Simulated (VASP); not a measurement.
Write the native input for VASP 6.6.1 that does the following.

```
Task                   : single point
Functional             : PBE
Potentials or basis    : VASP PAW PBE potentials, release 64 (Sr_sv, Al)
Cutoff                 : 520 eV
k mesh                 : 8 × 8 × 8
Occupations            : gaussian, width 0.05 eV
Spin                   : no spin polarisation
Dipole correction      : no
Further INCAR settings : ALGO = Fast; EDIFF = 1e-06; NBANDS = 18
```

The structure of SrAl3 lies in POSCAR:

```
SrAl3
1.0
    4.4436763372      0.0000000000      0.0000000000
    0.0000000000      4.4436763372      0.0000000000
    0.0000000000      0.0000000000      4.4436763372
Sr Al
1 3
Direct
    0.0000000000      0.0000000000      0.0000000000
    0.0000000000      0.5000000000      0.5000000000
    0.5000000000      0.5000000000      0.0000000000
    0.5000000000      0.0000000000      0.5000000000
```

The input as run:

INCAR

```
SYSTEM = SrAl3
  PREC = Accurate
  ENCUT = 520
  EDIFF = 1E-6
  ISMEAR = 0
  SIGMA = 0.05
  LREAL = .False.
  LASPH = .True.
  NELM = 80
  ALGO = Fast
  ISIF = 2
  LWAVE = .False.
  LCHARG = .True.
  GGA = PE
  LELF = .True.
  LVHAR = .True.
  NBANDS = 18
```

KPOINTS

```
regular mesh
0
Gamma
  8 8 8
  0 0 0
```

Potentials or basis: VASP PAW PBE potentials, release 64 (Sr_sv, Al).

Launch:

```console
$ cat potpaw_PBE.64/Sr_sv/POTCAR potpaw_PBE.64/Al/POTCAR > POTCAR
$ mpirun -np 1 vasp_std > vasp.out
```

Results of the run:

* Pressure: 1.0 GPa
* Band gap on the k mesh: zero (an odd number of electrons rules out a gap without spin polarisation)

It took 84 s on 1 thread of Intel Xeon 8259CL (shared host), peak memory 0.23 GiB.
